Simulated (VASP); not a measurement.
Runs of VASP 6.6.1 on Ru. The structure is that of space group Fm-3m (No. 225), or close to it. The cells are those of the table. 

| cell | gap on the mesh (eV) | pressure (GPa) |
| --- | --- | --- |
| a = 2.668, b = 2.668, c = 2.627 Å, angles 60.5, 60.5, 59.0°, 1 atom | none | -0.9 |
| a = 2.749, b = 2.749, c = 2.789 Å, angles 59.5, 59.5, 61.0°, 1 atom | none | (a) |
| a = 2.627 Å, angles 60.0°, 1 atom | none | 10.7 |
| a = 2.709, b = 2.709, c = 2.627 Å, angles 61.0, 61.0, 58.0°, 1 atom | none | -10.3 |
| a = 2.749, b = 2.749, c = 2.708 Å, angles 60.5, 60.5, 59.0°, 1 atom | none | (b) |
| a = 2.668, b = 2.668, c = 2.708 Å, angles 59.5, 59.5, 61.0°, 1 atom | none | -11.0 |

Alike in all rows: task single point; level LDA; potentials or basis VASP PAW LDA potentials, release 64 (Ru_pv); no spin polarisation; k mesh 22 × 22 × 22; cutoff (eV) 520; smearing gaussian 0.15 eV.

**Question.** Fill in the values left out.

**Answer.** (a) -32.9; (b) -26.9.

A k mesh can miss the band edges, and the runs leave out spin-orbit coupling on Ru.

A gap of «none» marks levels without a gap at the run's occupations.
